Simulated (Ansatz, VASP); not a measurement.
## One calculation of TiH6, two programs

```xyz
7
Lattice="3.2720 0.0000 0.0000 0.0000 3.2720 0.0000 0.0000 0.0000 3.2720" Properties=species:S:1:pos:R:3 pbc="T T T"
Ti    0.0000    0.0000    0.0000
H     1.6360    1.6360    0.4689
H     1.6360    1.6360    2.8030
H     0.4689    1.6360    1.6360
H     2.8030    1.6360    1.6360
H     1.6360    0.4689    1.6360
H     1.6360    2.8030    1.6360
```

Change from the starting cell: species swapped into the ErB6 type (Pm-3m, No. 221).

Alike in both runs: functional PBE; k mesh 4 × 4 × 4; occupations gaussian, width 0.1 eV; no spin polarisation.

Ansatz relaxed the structure, and its values are those at the end. VASP's run is a single point on that final structure, the one shown.

|  | VASP | Ansatz |
| --- | --- | --- |
| version | VASP 6.6.1 | Ansatz 0.2.0 |
| potentials or method | VASP PAW PBE potentials, release 64 (Ti_sv, H), cutoff 520 eV | scalar-relativistic, plane waves, PAW |
| valence electrons in the cell | 18 | 18 |

```csv
,VASP,Ansatz,Ansatz less VASP
gap on the k mesh at the Fermi level (eV),none,none,-
pressure (GPa),-0.2,0.0,+0.24
```

A gap of «none» marks a metal or a gap that the smearing closes.

The k mesh is coarse, so the values compare programs but aren't converged.
